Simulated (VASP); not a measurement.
Input of a VASP 6.6.1 run:

Contents of INCAR:

```
SYSTEM = WSe2
  ALGO = Normal
  EDIFF = 1E-6
  ENCUT = 500
  GGA = PE
  GGA_COMPAT = .False.
  ISIF = 2
  ISMEAR = 0
  IVDW = 12
  LASPH = .True.
  LCHARG = .False.
  LREAL = .False.
  LWAVE = .False.
  NBANDS = 20
  NELM = 120
  PREC = Accurate
  SIGMA = 0.02
```

KPOINTS

```
k-points
0
Gamma
  9 9 2
  0 0 0
```

Contents of POSCAR:

```
WSe2
1.0
    3.2781492967      0.0000000000      0.0000000000
   -1.6390746484      2.8389605683      0.0000000000
    0.0000000000      0.0000000000      7.0624458810
W Se
1 2
Direct
    0.0000000000      0.0000000000      0.0000000000
    0.3333333333      0.6666666667      0.2387211532
    0.3333333333      0.6666666667      0.7612788468
```

Potentials or basis: VASP PAW PBE potentials, release 64 (W_sv, Se).

Command:

```sh
$ cat potpaw_PBE.64/W_sv/POTCAR potpaw_PBE.64/Se/POTCAR > POTCAR
$ mpirun -np 1 vasp_std > vasp.out
```

**Question.** What does it give for the band gap on the k mesh?

**Answer.** 1.36 eV, indirect (least direct gap 1.65 eV).

**Question.** Predict the largest force.

**Answer.** 0.052 eV/Å.

**Question.** What does it give for the pressure?

**Answer.** 0.3 GPa.

**Question.** Predict the dispersion energy per atom.

**Answer.** -0.429 eV.

Forces on the atoms (eV/Å):
```
W    0.000  0.000  0.000
Se   0.000  0.000  0.052
Se   0.000  0.000 -0.052
```

Caveat: the k points lie up to 0.44 Å⁻¹ apart; spin-orbit coupling is left out, which moves the levels of the heavy elements. A k mesh can miss the band edges.
